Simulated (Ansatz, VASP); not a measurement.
**One calculation of Ca, two programs**

```
CELL_PARAMETERS angstrom
5.81417 0.00000 0.00000
-2.90708 5.03522 0.00000
0.00000 0.00000 3.46775
ATOMIC_POSITIONS crystal
Ca 0.00000 0.00000 0.00000
Ca 0.33333 0.66667 0.50000
Ca 0.66667 0.33333 0.50000
```

Alike in both runs: task single point; functional LDA; k mesh 7 × 7 × 10; occupations fermi-dirac, width 0.1 eV; no spin polarisation.

|  | VASP | Ansatz |
| --- | --- | --- |
| version | VASP 6.6.1 | Ansatz 0.2.0 |
| potentials or method | VASP PAW LDA potentials, release 64 (Ca_sv), cutoff 520 eV | plane waves (420 eV) with PAW, scalar-relativistic |
| valence electrons in the cell | 30 | 30 |

```tsv
	VASP	Ansatz	Ansatz less VASP
pressure (GPa)	2.8	2.8	-0.01
traceless stress, the component that is largest in VASP (GPa)	-0.27	-0.26	+0.009
```

Ansatz warns that its potentials were made for another functional, while VASP's fit it. LDA's correlation is that of Perdew and Zunger in VASP and of Perdew and Wang (1992) in Ansatz.
